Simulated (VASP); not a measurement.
Input of a VASP 6.6.1 run:

File INCAR:

```
PREC = Accurate
ENCUT = 520
EDIFF = 1E-6
ISMEAR = 0
SIGMA = 0.05
LREAL = F
LASPH = T
NELM = 80
ALGO = Normal
ISIF = 2
LWAVE = F
LCHARG = F
GGA = PS
NBANDS = 21
```

File KPOINTS:

```
regular mesh
0
Gamma
  9 9 6
```

POSCAR

```
CdH2O2
1.0
    3.8398216553      0.0000000000      0.0000000000
   -1.9199108277      3.3253830995      0.0000000000
    0.0000000000      0.0000000000      4.4413930000
Cd H O
1 2 2
Direct
    0.3333333333      0.6666666667      0.9873000000
    0.0000000000      0.0000000000      0.0080770000
    0.6666666667      0.3333333333      0.4318850000
    0.0000000000      0.0000000000      0.7861940000
    0.6666666667      0.3333333333      0.2118940000
```

Potentials or basis: VASP PAW PBE potentials, release 64 (Cd, H, O).

Run with:

```console
$ cat potpaw_PBE.64/Cd/POTCAR potpaw_PBE.64/H/POTCAR potpaw_PBE.64/O/POTCAR > POTCAR
$ mpirun -np 1 vasp_std > vasp.out
```

Q: Predict the largest force.

A: 0.531 eV/Å.

Q: Estimate the band gap on the k mesh.

A: 1.13 eV (least direct gap 1.65 eV).

Q: Predict the pressure.

A: -3.8 GPa.

Forces in eV/Å, atoms in the order of the input:
```
Cd   0.000  0.000 -0.044
H    0.000  0.000  0.279
H    0.000  0.000  0.170
O    0.000  0.000  0.126
O    0.000  0.000 -0.531
```

Caveat: the cell stands under tension; the PAW data sets were made with another functional, which shifts forces and pressure a little; an odd mesh through Γ misses points on the zone boundary, where band edges can lie.
